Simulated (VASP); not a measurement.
Here is a VASP 6.6.1 calculation.

The input INCAR:

```
ALGO = Normal
EDIFF = 1E-6
ENCUT = 520
GGA = PE
ISIF = 2
ISMEAR = 0
LASPH = True
LCHARG = False
LREAL = False
LWAVE = False
NBANDS = 26
NELM = 60
PREC = Accurate
SIGMA = 0.05
```

Contents of KPOINTS:

```
k-points
0
Gamma
  12 12 8
```

Contents of POSCAR:

```
GaN
1.0
    3.2396897668      0.0000000001      0.0000000000
   -1.6198448835      2.8056536384      0.0000000000
    0.0000000000      0.0000000000      5.2778856213
Ga N
2 2
Direct
    0.3333333333      0.6666666667     -0.0008648221
    0.6666666667      0.3333333333      0.4991351779
    0.3333333333      0.6666666667      0.3758648221
    0.6666666667      0.3333333333      0.8758648221
```

Potentials or basis: VASP PAW PBE potentials, release 64 (Ga_d, N).

The run is started by

```bash
$ cat potpaw_PBE.64/Ga_d/POTCAR potpaw_PBE.64/N/POTCAR > POTCAR
$ mpirun -np 1 vasp_std > vasp.out
```

Q: Estimate the pressure.

A: -3.1 GPa.

Q: Estimate the band gap on the k mesh.

A: 1.58 eV, direct.

Q: Estimate the largest force.

A: 0.003 eV/Å.

Forces in eV/Å, atoms in the order of the input:
```
Ga   0.000  0.000 -0.003
Ga   0.000  0.000 -0.003
N    0.000  0.000  0.003
N    0.000  0.000  0.003
```

 A k mesh can miss the band edges.
